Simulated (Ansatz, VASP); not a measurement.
## Two plane-wave programs on BN

```xyz
4
Lattice="2.5539 0.0000 0.0000 -1.2770 2.2118 0.0000 0.0000 0.0000 4.2269" Properties=species:S:1:pos:R:3 pbc="T T T"
B     1.2770    0.7373    4.2757
B     0.0000    1.4745    2.1123
N     1.2770    0.7373    2.6430
N     0.0000    1.4745    0.5295
```

Alike in both runs: task single point; functional r2SCAN; k mesh 12 × 12 × 6; occupations gaussian, width 0.05 eV; no spin polarisation.

|  | VASP | Ansatz |
| --- | --- | --- |
| version | VASP 6.6.1 | Ansatz 0.2.0 |
| potentials or method | VASP PAW PBE potentials, release 64 (B, N), cutoff 520 eV | scalar-relativistic, plane waves, PAW |
| valence electrons in the cell | 16 | 16 |

|  | VASP | Ansatz | Ansatz less VASP |
| --- | --- | --- | --- |
| gap on the k mesh at the Fermi level (eV) | 6.02 | 6.05 | +0.033 |
| least direct gap on the mesh (eV) | 8.96 | 8.99 | +0.024 |
| pressure (GPa) | -3.0 | -4.1 | -1.06 |
| traceless stress, the component that is largest in VASP (GPa) | 0.09 | 0.20 | +0.109 |
| rms of the force components (eV/Å) | 0.543 | 0.540 | -0.0024 |

VASP's potentials were made for PBE, not for r2SCAN. Atom by atom the forces differ by 0.004 eV/Å (rms over components).
